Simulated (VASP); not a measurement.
# BAs (rocksalt type) (Fm-3m) in VASP: electric field gradients with PBE

Aim: the electric field gradients of BAs (rocksalt type) with PBE.

All numbers are computed with VASP 6.6.1; they aren't measurements. Logs are shortened: lines on timing, memory, paths and dates and some standing lists are left out, and cuts for length are marked.

## (1) The cell of the first run

The structure is cubic, space group Fm-3m (No. 225). Conventional cell: a = 4.551 Å, b = 4.551 Å, c = 4.551 Å, α = 90.00°, β = 90.00°, γ = 90.00°. Within 3.0 Å of B (site symmetry m-3m) lie 6 As at 2.28 Å. Within 3.0 Å of As (site symmetry m-3m) lie 6 B at 2.28 Å.

## (2) Electric field gradients, PBE (11.78 Å³/atom)

File INCAR:

```
SYSTEM = BAs
PREC = Accurate ; ENCUT = 420
EDIFF = 1E-8 ; ISMEAR = -1
SIGMA = 0.05 ; LREAL = .False.
LASPH = .True. ; NELM = 120
ALGO = Normal ; ISIF = 2
LWAVE = .False. ; LCHARG = .False.
GGA = PE ; LEFG = .True.
NBANDS = 11 ; GGA_COMPAT = .False.
```

File KPOINTS:

```
regular mesh
0
Gamma
  14 14 14
  0 0 0
```

File POSCAR:

```
BAs
1.0
    0.0000000000      2.2756699033      2.2756699033
    2.2756699033      0.0000000000      2.2756699033
    2.2756699033      2.2756699033      0.0000000000
B As
1 1
Direct
    0.0000000000      0.0000000000      0.0000000000
    0.5000000000      0.5000000000      0.5000000000
```

Potentials or basis: VASP PAW PBE potentials, release 64 (B, As).

Started as:

```
$ cat potpaw_PBE.64/B/POTCAR potpaw_PBE.64/As/POTCAR > POTCAR
$ mpirun -np 1 vasp_std > vasp.out
```

OUTCAR:

```text
SYSTEM = BAs
   PREC = Accurate
   ENCUT = 420
   EDIFF = 1E-8
   ISMEAR = -1
   LREAL = .False.
   LASPH = .True.
   NELM = 120
   ISIF = 2
   GGA = PE

 ion  position               nearest neighbor table
   1  0.000  0.000  0.000-   2 2.28   2 2.28   2 2.28   2 2.28   2 2.28   2 2.28
   2  0.500  0.500  0.500-   1 2.28   1 2.28   1 2.28   1 2.28   1 2.28   1 2.28

  LATTYP: Found a face centered cubic cell.
 ALAT       =     4.5513398066

  Lattice vectors:

 A1 = (   0.0000000000,   2.2756699033,   2.2756699033)
 A2 = (   2.2756699033,   0.0000000000,   2.2756699033)
 A3 = (   2.2756699033,   2.2756699033,   0.0000000000)

Analysis of symmetry for initial positions (statically):
=====================================================================
 Subroutine PRICEL returns:
 Original cell was already a primitive cell.

 Routine SETGRP: Setting up the symmetry group for a
 face centered cubic supercell.

 Subroutine GETGRP returns: Found 48 space group operations
 (whereof 48 operations were pure point group operations)
 out of a pool of 48 trial point group operations.

The static configuration has the point symmetry O_h .

Analysis of symmetry for dynamics (positions and initial velocities):
=====================================================================
 Subroutine PRICEL returns:
 Original cell was already a primitive cell.

 Routine SETGRP: Setting up the symmetry group for a
 face centered cubic supercell.

 Subroutine GETGRP returns: Found 48 space group operations
 (whereof 48 operations were pure point group operations)
 out of a pool of 48 trial point group operations.

The dynamic configuration has the point symmetry O_h .

 Subroutine INISYM returns: Found 48 space group operations
 (whereof 48 operations are pure point group operations),
 and found     1 'primitive' translations

----------------------------------------------------------------------------------------

                                     Primitive cell

  volume of cell :      23.5699

  direct lattice vectors                    reciprocal lattice vectors
     0.000000000  2.275669903  2.275669903    -0.219715522  0.219715522  0.219715522
     2.275669903  0.000000000  2.275669903     0.219715522 -0.219715522  0.219715522
     2.275669903  2.275669903  0.000000000     0.219715522  0.219715522 -0.219715522

  length of vectors
     3.218283241  3.218283241  3.218283241     0.380558447  0.380558447  0.380558447

  position of ions in fractional coordinates (direct lattice)
     0.000000000  0.000000000  0.000000000
     0.500000000  0.500000000  0.500000000

  ion indices of the primitive-cell ions
   primitive index   ion index
                 1           1
                 2           2

----------------------------------------------------------------------------------------

 KPOINTS: regular mesh

Automatic generation of k-mesh.
 Grid dimensions read from file:
 generate k-points for:   14   14   14

 Generating k-lattice:

  Cartesian coordinates                     Fractional coordinates (reciprocal lattice)
    -0.015693966  0.015693966  0.015693966     0.071428571  0.000000000  0.000000000
     0.015693966 -0.015693966  0.015693966     0.000000000  0.071428571  0.000000000
     0.015693966  0.015693966 -0.015693966     0.000000000  0.000000000  0.071428571

  Length of vectors
     0.027182746  0.027182746  0.027182746

  Shift w.r.t. Gamma in fractional coordinates (k-lattice)
     0.000000000  0.000000000  0.000000000

 Subroutine IBZKPT returns following result:
 ===========================================

 Found    104 irreducible k-points:

 Following reciprocal coordinates:
            Coordinates               Weight
  0.000000  0.000000  0.000000      1.000000
  0.071429  0.000000  0.000000      8.000000
  0.142857  0.000000  0.000000      8.000000
  0.214286  0.000000  0.000000      8.000000
  0.285714  0.000000  0.000000      8.000000
  0.357143  0.000000  0.000000      8.000000
[... 16 lines left out ...]
  0.214286  0.142857  0.000000     24.000000
  0.285714  0.142857  0.000000     24.000000
 [... further k-points ...]
   k-points           NKPTS =    104   k-points in BZ     NKDIM =    104   number of bands    NBANDS=     11
   number of dos      NEDOS =    301   number of ions     NIONS =      2
   total plane-waves  NPLWV =  13824
   dimension x,y,z NGX =    24 NGY =   24 NGZ =   24
   dimension x,y,z NGXF=    48 NGYF=   48 NGZF=   48
   ions per type =               1   1
   NGX,Y,Z   is equivalent  to a cutoff of  12.40, 12.40, 12.40 a.u.
   NGXF,Y,Z  is equivalent  to a cutoff of  24.80, 24.80, 24.80 a.u.
 SYSTEM =  BAs
   PREC   = accura    normal or accurate (medium, high low for compatibility)
   ISTART =      0    job   : 0-new  1-cont  2-samecut
   ICHARG =      2    charge: 1-file 2-atom 10-const
   ISPIN  =      1    spin polarized calculation?
   LNONCOLLINEAR =      F non collinear calculations
   LSORBIT =      F    spin-orbit coupling
   LASPH  =      T    aspherical Exc in radial PAW
   ENCUT  =  420.0 eV  30.87 Ry    5.56 a.u.   5.38  5.38  5.38*2*pi/ulx,y,z
   NELM   =    120;   NELMIN=  2; NELMDL= -5     # of ELM steps
   EDIFF  = 0.1E-07   stopping-criterion for ELM
   LREAL  =      F    real-space projection
   EDIFFG = 0.1E-06   stopping-criterion for IOM
   NSW    =      0    number of steps for IOM
   IBRION =     -1    ionic relax: 0-MD 1-quasi-New 2-CG
   NFREE  =      0    steps in history (QN), initial steepest desc. (CG)
   ISIF   =      2    stress and relaxation
   ISYM   =      2    0-nonsym 1-usesym 2-fastsym
   POTIM  = 0.5000    time-step for ionic-motion
   TEBEG  =    0.0;   TEEND  =   0.0 temperature during run
   PSTRESS=    0.0 pullay stress
   NELECT =       8.0000    total number of electrons
   NUPDOWN=      -1.0000    fix difference up-down
   EMIN   =  10.00;   EMAX   =-10.00  energy-range for DOS
   EFERMI =   0.00;   METHOD = LEGACY
   ISMEAR =    -1;   SIGMA  =   0.05  broadening in eV -4-tet -1-fermi 0-gaus
   EFERMI_NEDOS =   21; number of points for ismear=-14 and -15
   IALGO  =     38    algorithm
   IMIX   =      4    mixing-type and parameters
     AMIX     =   0.40;   BMIX     =  1.00
     AMIX_MAG =   1.60;   BMIX_MAG =  1.00
  volume/ion in A,a.u.               =      11.78        79.53
  Fermi-wavevector in a.u.,A,eV,Ry     =   1.141964  2.157998 17.743095  1.304081
  Thomas-Fermi vector in A             =   2.278663
   LORBIT       =      0    0 simple, 1 ext, 2 COOP (PROOUT), +10 PAW based schemes
   GGA     = PE    functional components
   LHFCALC =     F    Hartree Fock is set to
   AEXX    =    0.0000 exact exchange contribution
   IVDW    =     0    specifies the selected vdW correction
   LEPSILON=     F    determine dielectric tensor
   LRPA    =     F    only Hartree local field effects (RPA)
 non-spin polarized calculation
  energy-cutoff  :      420.00
  volume of cell :       23.57
 maximum number of plane-waves:       475
 NGX is ok and might be reduce to    24
   NGX = 11   NGY = 11   NGZ = 11

 number of electron       7.9999999 magnetization

 Free energy of the ion-electron system (eV)
  ---------------------------------------------------
  ext. energy  EPLUGINS =         0.00000000
  ---------------------------------------------------
  free energy    TOTEN  =        -9.61360856 eV

  energy without entropy =       -9.60698729  energy(sigma->0) =       -9.61029792

 E-fermi :   7.7712     XC(G=0): -11.6001

 val. band max:        7.7707632064   @ k =  -0.3571   0.1429   0.0000
 cond. band min:       7.8156109991   @ k =  -0.4286   0.3571   0.0714
 fundamental gap:      0.0448477928
 Fermi energy:         7.7711671452

 k-point     1 :       0.0000    0.0000    0.0000
  band No.  band energies     occupation
      1      -8.5500      2.00000
      2       7.7412      1.29073
      3       7.7412      1.29073
      4       7.7412      1.29073
      5      11.7928      0.00000
      6      15.7198      0.00000
      7      15.7198      0.00000
      8      15.7198      0.00000
      9      16.6649      0.00000
     10      16.6649      0.00000
     11      16.6649      0.00000
[... 309 lines left out ...]
 k-point    24 :       0.2857    0.1429    0.0000
  band No.  band energies     occupation
      1      -7.0872      2.00000
      2       3.1772      2.00000
      3       6.0813      2.00000
      4       7.4885      1.99301
      5       8.5729      0.00000
      6      14.4362      0.00000
      7      14.8797      0.00000
      8      15.1454      0.00000
      9      16.0297      0.00000
     10      20.9879      0.00000
     11      21.3055      0.00000

 [... further k-points ...]
[... 5 lines left out ...]
  --------------------------------------------------------------------------------------
  -------------------------------------------------------------------------------------
  Total        0.9102519      0.9102519      0.9102519      0.0000000      0.0000000     -0.0000000
  in kB       61.8748830     61.8748830     61.8748830      0.0000000      0.0000000     -0.0000000
  external PRESSURE =      61.8748830 kB  Pullay stress =       0.0000000 kB

 VOLUME and BASIS-vectors are now :
 -----------------------------------------------------------------------------
  energy-cutoff  :      420.00
  volume of cell :       23.57
      direct lattice vectors                 reciprocal lattice vectors
     0.000000000  2.275669903  2.275669903    -0.219715522  0.219715522  0.219715522
     2.275669903  0.000000000  2.275669903     0.219715522 -0.219715522  0.219715522
     2.275669903  2.275669903  0.000000000     0.219715522  0.219715522 -0.219715522

 POSITION                                       TOTAL-FORCE (eV/Angst)
 -----------------------------------------------------------------------------------
      0.00000      0.00000      0.00000         0.000000     -0.000000     -0.000000
      2.27567      2.27567      2.27567        -0.000000      0.000000      0.000000
 -----------------------------------------------------------------------------------
    total drift:                                0.000000     -0.000000     -0.000000

  FREE ENERGIE OF THE ION-ELECTRON SYSTEM (eV)
  ---------------------------------------------------
  free  energy   TOTEN  =        -9.6136085554 eV

  energy  without entropy=       -9.6069872942  energy(sigma->0) =       -9.61029792

 Electric field gradients (V/A^2)
---------------------------------------------------------------------
 ion       V_xx      V_yy      V_zz      V_xy      V_xz      V_yz
---------------------------------------------------------------------
   1      -0.000    -0.000    -0.000     0.000     0.000     0.000
   2       0.000     0.000    -0.000     0.000     0.000     0.000
---------------------------------------------------------------------

 Electric field gradients after diagonalization (V/A^2)
 (convention: |V_zz| > |V_xx| > |V_yy|)
----------------------------------------------------------------------
 ion       V_xx      V_yy      V_zz     asymmetry (V_yy - V_xx)/ V_zz
----------------------------------------------------------------------
   1      -0.000    -0.000     0.000       0.000
   2      -0.000    -0.000     0.000       0.000
----------------------------------------------------------------------

           NMR quadrupolar parameters

 Cq : quadrupolar parameter    Cq=e*Q*V_zz/h
 eta: asymmetry parameters     (V_yy - V_xx)/ V_zz
 Q  : nuclear electric quadrupole moment in mb (millibarn)
----------------------------------------------------------------------
 ion       Cq(MHz)       eta       Q (mb)
----------------------------------------------------------------------
   1       0.000       0.000       1.000
   2       0.000       0.000       1.000
----------------------------------------------------------------------
```

Wall time 13 s (1 thread of Intel Xeon Platinum 8259CL at 2.50GHz (Skylake/Cascade Lake), shared host); peak memory 0.15 GiB.

Results:

```
Free energy                             : -9.6136 eV
Pressure                                : 6.2 GPa
Band gap on the k mesh                  : zero (bands 4 and 5 overlap by 4.87 eV)
Largest electric field gradient by atom : zero within the noise of the run
```

Levels at points of the mesh, in eV from the Fermi level:
```
           k point  band 1  band 2  band 3  band 4  band 5  band 6  band 7  band 8
(0.00, 0.00, 0.00)  -16.32   -0.03   -0.03   -0.03    4.02    7.95    7.95    7.95
(0.50, 0.00, 0.00)  -12.39  -10.01    1.01    1.01    1.39    1.39    4.37    5.67
(0.50, 0.50, 0.00)  -10.85   -8.22   -3.90   -3.90   -3.30    3.56   10.99   10.99
```

Caveat: the cell stands under pressure.
